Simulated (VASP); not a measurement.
# BaTiO3 in VASP: relaxation of the atoms with PBE+D3(BJ)

Aim: the relaxation of the atoms of BaTiO3 with PBE+D3(BJ).

All numbers are computed with VASP 6.6.1; they aren't measurements. Logs are shortened: lines on timing, memory, paths and dates and some standing lists are left out, and cuts for length are marked.

### Step 1. The cell of the first run

The cell holds a slab with vacuum, 15 atoms: a = 5.655 Å, b = 5.655 Å, c = 16.722 Å, α = 90.00°, β = 90.00°, γ = 120.00°.

### Step 2. Relaxation of the atoms, PBE+D3(BJ)

File INCAR:

```
SYSTEM = BaTiO3
PREC     = Accurate       ! precision mode
ENCUT    = 520            ! plane-wave cutoff, eV
EDIFF    = 1E-6           ! SCF threshold, eV
ISMEAR   = -1             ! smearing method
SIGMA    = 0.05           ! smearing width, eV
LREAL    = Auto         
LASPH    = .TRUE.         ! aspherical terms in the spheres
NELM     = 80             ! most SCF steps
ALGO     = Normal         ! electronic algorithm
ISIF     = 2              ! what is computed and relaxed
LWAVE    = .FALSE.        ! write WAVECAR
LCHARG   = .FALSE.        ! write CHGCAR
GGA      = PE             ! functional
IVDW     = 12             ! dispersion correction
IBRION   = 2              ! ionic algorithm
NSW      = 45             ! ionic steps
EDIFFG   = -0.08          ! ionic threshold
```

File KPOINTS:

```
Automatic mesh
0
G
  2 2 1
  0 0 0
```

File POSCAR:

```
BaTiO3
1.0
    5.6546840000      0.0000000000      0.0000000000
   -2.8273420000      4.8971000000      0.0000000000
    0.0000000000      0.0000000000     16.7216630000
Ba Ti O
3 3 9
Selective dynamics
Direct
    0.0000000000      0.0000000000      0.0598027000  F F F
    0.6666667000      0.3333333000      0.1984512000  T T T
    0.3333333000      0.6666667000      0.3370997000  T T T
    0.3333333000      0.6666667000      0.1246763000  F F F
    0.0000000000      0.0000000000      0.2633248000  T T T
    0.6666667000      0.3333333000      0.4019733000  T T T
    0.4971000000      0.9942000000      0.0657091000  F F F
    0.0058000000      0.5029000000      0.0657091000  F F F
    0.4971000000      0.5029000000      0.0657091000  F F F
    0.1637667000      0.3275333000      0.2043576000  T T T
    0.6724667000      0.8362333000      0.2043576000  T T T
    0.1637667000      0.8362333000      0.2043576000  T T T
    0.8304333000      0.6608667000      0.3430061000  T T T
    0.3391333000      0.1695667000      0.3430061000  T T T
    0.8304333000      0.1695667000      0.3430061000  T T T
```

Potentials or basis: VASP PAW PBE potentials, release 64 (Ba_sv, Ti_sv, O).

The run is started by

```
$ cat potpaw_PBE.64/Ba_sv/POTCAR potpaw_PBE.64/Ti_sv/POTCAR potpaw_PBE.64/O/POTCAR > POTCAR
$ mpirun -np 1 vasp_std > vasp.out
```

OUTCAR:

```text
SYSTEM = BaTiO3
   PREC = Accurate
   ENCUT = 520
   EDIFF = 1E-6
   ISMEAR = -1
   LREAL = Auto
   LASPH = .TRUE.
   NELM = 80
   ISIF = 2
   GGA = PE
   IVDW = 12
   IBRION = 2
   NSW = 45
   EDIFFG = -0.08
 IVDW          = 12

 ion  position               nearest neighbor table
   1  0.000  0.000  0.060-   7 2.83   7 2.83   9 2.83   8 2.83   8 2.83   9 2.83  11 2.90  10 2.90
                            12 2.90   5 3.40   4 3.44   4 3.44   4 3.44   2 4.00   2 4.00   2 4.00
   2  0.667  0.333  0.198-   8 2.77   7 2.77   9 2.77  10 2.83  10 2.83  11 2.83  12 2.83  12 2.83
                            11 2.83  15 2.90  14 2.90  13 2.90   6 3.40   5 3.44   5 3.44   5 3.44
   3  0.333  0.667  0.337-  12 2.77  11 2.77  10 2.77  13 2.83  13 2.83  15 2.83  14 2.83  14 2.83
                            15 2.83   6 3.44   6 3.44   6 3.44   5 3.49   5 3.49   5 3.49   4 3.55
   4  0.333  0.667  0.125-   8 1.88   7 1.88   9 1.88  12 2.13  11 2.13  10 2.13   1 3.44   1 3.44
                             1 3.44   2 3.49   2 3.49   2 3.49   3 3.55
   5  0.000  0.000  0.263-  11 1.88  10 1.88  12 1.88  14 2.13  13 2.13  15 2.13   1 3.40   2 3.44
                             2 3.44   2 3.44   3 3.49   3 3.49   3 3.49
   6  0.667  0.333  0.402-  15 1.88  14 1.88  13 1.88   2 3.40   3 3.44   3 3.44   3 3.44
   7  0.497  0.994  0.066-   4 1.88   2 2.77   1 2.83   1 2.83
   8  0.006  0.503  0.066-   4 1.88   2 2.77   1 2.83   1 2.83
   9  0.497  0.503  0.066-   4 1.88   2 2.77   1 2.83   1 2.83
  10  0.164  0.328  0.204-   5 1.88   4 2.13   3 2.77   2 2.83   2 2.83   1 2.90
  11  0.672  0.836  0.204-   5 1.88   4 2.13   3 2.77   2 2.83   2 2.83   1 2.90
  12  0.164  0.836  0.204-   5 1.88   4 2.13   3 2.77   2 2.83   2 2.83   1 2.90
  13  0.830  0.661  0.343-   6 1.88   5 2.13   3 2.83   3 2.83   2 2.90
  14  0.339  0.170  0.343-   6 1.88   5 2.13   3 2.83   3 2.83   2 2.90
  15  0.830  0.170  0.343-   6 1.88   5 2.13   3 2.83   3 2.83   2 2.90

  LATTYP: Found a hexagonal cell.
 ALAT       =     5.6546840000
 C/A-ratio  =     2.9571348284

  Lattice vectors:

 A1 = (   5.6546840000,   0.0000000000,   0.0000000000)
 A2 = (  -2.8273420000,   4.8971000000,   0.0000000000)
 A3 = (   0.0000000000,   0.0000000000,  16.7216630000)

Analysis of symmetry for initial positions (statically):
=====================================================================
 Subroutine PRICEL returns:
 Original cell was already a primitive cell.

 Routine SETGRP: Setting up the symmetry group for a
 hexagonal supercell.

 Subroutine GETGRP returns: Found  6 space group operations
 (whereof  6 operations were pure point group operations)
 out of a pool of 24 trial point group operations.

The static configuration has the point symmetry C_3v.

Analysis of symmetry for dynamics (positions and initial velocities):
=====================================================================
 Subroutine PRICEL returns:
 Original cell was already a primitive cell.

[... 127 lines left out ...]
   NSW    =     45    number of steps for IOM
   IBRION =      2    ionic relax: 0-MD 1-quasi-New 2-CG
   NFREE  =      1    steps in history (QN), initial steepest desc. (CG)
   ISIF   =      2    stress and relaxation
   ISYM   =      2    0-nonsym 1-usesym 2-fastsym
   POTIM  = 0.5000    time-step for ionic-motion
   TEBEG  =    0.0;   TEEND  =   0.0 temperature during run
   PSTRESS=    0.0 pullay stress
   NELECT =     120.0000    total number of electrons
   NUPDOWN=      -1.0000    fix difference up-down
   EMIN   =  10.00;   EMAX   =-10.00  energy-range for DOS
   EFERMI =   0.00;   METHOD = LEGACY
   ISMEAR =    -1;   SIGMA  =   0.05  broadening in eV -4-tet -1-fermi 0-gaus
   EFERMI_NEDOS =   21; number of points for ismear=-14 and -15
   IALGO  =     38    algorithm
   IMIX   =      4    mixing-type and parameters
     AMIX     =   0.40;   BMIX     =  1.00
     AMIX_MAG =   1.60;   BMIX_MAG =  1.00
  volume/ion in A,a.u.               =      30.87       208.32
  Fermi-wavevector in a.u.,A,eV,Ry     =   1.043742  1.972386 14.822139  1.089396
  Thomas-Fermi vector in A             =   2.178464
   LORBIT       =      0    0 simple, 1 ext, 2 COOP (PROOUT), +10 PAW based schemes
   GGA     = PE    functional components
   LHFCALC =     F    Hartree Fock is set to
   AEXX    =    0.0000 exact exchange contribution
   IVDW    =    12    specifies the selected vdW correction
   LEPSILON=     F    determine dielectric tensor
   LRPA    =     F    only Hartree local field effects (RPA)
 conjugate gradient relaxation of ions
 non-spin polarized calculation
  energy-cutoff  :      520.00
  volume of cell :      463.05
 maximum number of plane-waves:     12472
   NGX = 21   NGY = 21   NGZ = 63

--------------------------------------- Ionic step        1  -------------------------------------------

 number of electron     120.0000009 magnetization

 Free energy of the ion-electron system (eV)
  ---------------------------------------------------
  ext. energy  EPLUGINS =         0.00000000
  ---------------------------------------------------
  free energy    TOTEN  =      -112.38324836 eV

  energy without entropy =     -112.27698879  energy(sigma->0) =     -112.33011857

------------------------ aborting loop because EDIFF is reached ----------------------------------------

 Edisp (eV)   -2.59893

 E8    (eV) :    -1.2109
[... 144 lines left out ...]
  FREE ENERGIE OF THE ION-ELECTRON SYSTEM (eV)
  ---------------------------------------------------
  free  energy   TOTEN  =      -116.1064054921 eV

  energy  without entropy=     -116.0429175781  energy(sigma->0) =     -116.07466154

[... ionic steps 4 to 16 ...]

--------------------------------------- Ionic step       17  -------------------------------------------

 number of electron     120.0000002 magnetization

------------------------ aborting loop because EDIFF is reached ----------------------------------------
[... 101 lines left out ...]
--------------------------------------- Ionic step       19  -------------------------------------------

 number of electron     119.9999988 magnetization

 Free energy of the ion-electron system (eV)
  ---------------------------------------------------
  ext. energy  EPLUGINS =         0.00000000
  ---------------------------------------------------
  free energy    TOTEN  =      -114.31369233 eV

  energy without entropy =     -114.26165536  energy(sigma->0) =     -114.28767384

 E-fermi :  -0.1634     XC(G=0):  -5.7229

 val. band max:       -0.1677772533   @ k =   0.0000   0.0000   0.0000
 cond. band min:       0.2672182717   @ k =   0.5000   0.0000   0.0000
 fundamental gap:      0.4349955249
 Fermi energy:        -0.1633549289

 k-point     1 :       0.0000    0.0000    0.0000
  band No.  band energies     occupation
      1     -57.8260      2.00000
      2     -57.4888      2.00000
      3     -56.0821      2.00000
      4     -34.2741      2.00000
      5     -34.2741      2.00000
      6     -34.2694      2.00000
[... 64 lines left out ...]
     71       3.5780      0.00000
     72       3.5780      0.00000

 k-point     2 :       0.5000    0.0000    0.0000
  band No.  band energies     occupation
      1     -57.8260      2.00000
      2     -57.4888      2.00000
      3     -56.0821      2.00000
      4     -34.2752      2.00000
      5     -34.2743      2.00000
      6     -34.2693      2.00000
[... 110 lines left out ...]
  FREE ENERGIE OF THE ION-ELECTRON SYSTEM (eV)
  ---------------------------------------------------
  free  energy   TOTEN  =      -116.8693631499 eV

  energy  without entropy=     -116.8173261854  energy(sigma->0) =     -116.84334467

 reached required accuracy - stopping structural energy minimisation
```

CONTCAR:

```text
BaTiO3
   1.00000000000000
     5.6546839999999996    0.0000000000000000    0.0000000000000000
    -2.8273419999999998    4.8971000000000000    0.0000000000000000
     0.0000000000000000    0.0000000000000000   16.7216629999999995
  Ba              Ti              O
     3     3     9
Selective dynamics
Direct
[... 20 lines left out ...]
  0.00000000E+00  0.00000000E+00  0.00000000E+00
  0.00000000E+00  0.00000000E+00  0.00000000E+00
  0.00000000E+00  0.00000000E+00  0.00000000E+00
  0.00000000E+00  0.00000000E+00  0.00000000E+00
  0.00000000E+00  0.00000000E+00  0.00000000E+00
  0.00000000E+00  0.00000000E+00  0.00000000E+00
  0.00000000E+00  0.00000000E+00  0.00000000E+00
  0.00000000E+00  0.00000000E+00  0.00000000E+00
  0.00000000E+00  0.00000000E+00  0.00000000E+00
  0.00000000E+00  0.00000000E+00  0.00000000E+00
  0.00000000E+00  0.00000000E+00  0.00000000E+00
```

It took 72 min on 1 thread of Intel Xeon 8259CL, shared host; peak memory 0.55 GiB.

Results:

| Quantity | Value |
| --- | --- |
| Free energy | -116.8694 eV |
| Energy gained by relaxing | 125.8 meV/atom |
| Ionic steps | 19 |
| Band gap on the k mesh | 0.03 eV |
| Dispersion energy per atom | -0.170 eV |

Step by step:
```tsv
step	energy change (eV)	largest force on free atoms (eV/Å)	pressure (GPa)
1	0.0000	5.3975	-0.41
2	-0.4606	6.1342	4.81
3	-1.1242	2.1538	2.06
4	-1.5102	1.5653	2.02
5	-1.5620	2.2535	2.10
6	-1.7290	0.3997	1.88
7	-1.7291	0.4088	1.88
8	-1.7520	0.4300	2.02
9	-1.7550	0.6779	2.09
10	-1.7711	0.5080	1.96
11	-1.7818	0.3516	1.72
12	-1.8009	0.2957	1.56
13	-1.8377	0.4472	1.08
14	-1.8298	0.9334	0.18
15	-1.8472	0.6496	0.66
16	-1.8625	0.4088	0.69
17	-1.8768	0.2682	0.73
18	-1.8803	0.2398	0.72
19	-1.8872	0.0703	0.71
```

Final structure:
```yaml
crystal:
  lattice:
    - [5.65468, 0.00000, 0.00000]
    - [-2.82734, 4.89710, 0.00000]
    - [0.00000, 0.00000, 16.72166]
  atoms:
    - { symbol: Ba, position: [0.00000, 0.00000, 0.05980] }
    - { symbol: Ba, position: [0.66667, 0.33333, 0.18311] }
    - { symbol: Ba, position: [0.33333, 0.66667, 0.33912] }
    - { symbol: Ti, position: [0.33333, 0.66667, 0.12468] }
    - { symbol: Ti, position: [0.00000, 0.00000, 0.27028] }
    - { symbol: Ti, position: [0.66667, 0.33333, 0.40320] }
    - { symbol: O, position: [0.49710, 0.99420, 0.06571] }
    - { symbol: O, position: [0.00580, 0.50290, 0.06571] }
    - { symbol: O, position: [0.49710, 0.50290, 0.06571] }
    - { symbol: O, position: [0.16309, 0.32617, 0.21795] }
    - { symbol: O, position: [0.67383, 0.83691, 0.21795] }
    - { symbol: O, position: [0.16309, 0.83691, 0.21795] }
    - { symbol: O, position: [0.83420, 0.66839, 0.36527] }
    - { symbol: O, position: [0.33161, 0.16580, 0.36527] }
    - { symbol: O, position: [0.83420, 0.16580, 0.36527] }
```

Caveat: the k points lie up to 0.64 Å⁻¹ apart; the smearing spreads over this small gap; there is no dipole correction, which matters where the two faces differ; spin-orbit coupling is left out, which moves the levels of the heavy elements.

The gap in the log of VASP goes by the Fermi energy; the results here count the filled bands.